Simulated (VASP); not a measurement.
Write the native input for VASP 6.6.1 that does the following.

* Task: single point
* Functional: PBEsol
* Potentials or basis: VASP PAW PBE potentials, release 64 (Li_sv)
* Cutoff: 520 eV
* k mesh: 13 × 13 × 13
* Occupations: fermi-dirac, width 0.08 eV
* Spin: no spin polarisation
* Dipole correction: no
* Further INCAR settings: ALGO = Normal; EDIFF = 1e-07; NBANDS = 8

The structure of Li lies in POSCAR:

```
Li
1.0
    0.0000000000      2.2020000000      2.2020000000
    2.2020000000      0.0000000000      2.2020000000
    2.2020000000      2.2020000000      0.0000000000
Li
1
Direct
    0.0000000000      0.0000000000      0.0000000000
```

The input as run:

INCAR

```
PREC = Accurate
ENCUT = 520
EDIFF = 1E-7
ISMEAR = -1
SIGMA = 0.08
LREAL = False
LASPH = True
NELM = 80
ALGO = Normal
ISIF = 2
LWAVE = False
LCHARG = False
GGA = PS
NBANDS = 8
```

KPOINTS

```
regular mesh
0
Gamma
  13 13 13
```

Potentials or basis: VASP PAW PBE potentials, release 64 (Li_sv).

Launch:

```console
$ cat potpaw_PBE.64/Li_sv/POTCAR > POTCAR
$ mpirun -np 1 vasp_std > vasp.out
```

Wall time 13 s on 1 thread of Intel Xeon 8259CL, on a shared host, peak memory 0.13 GiB.
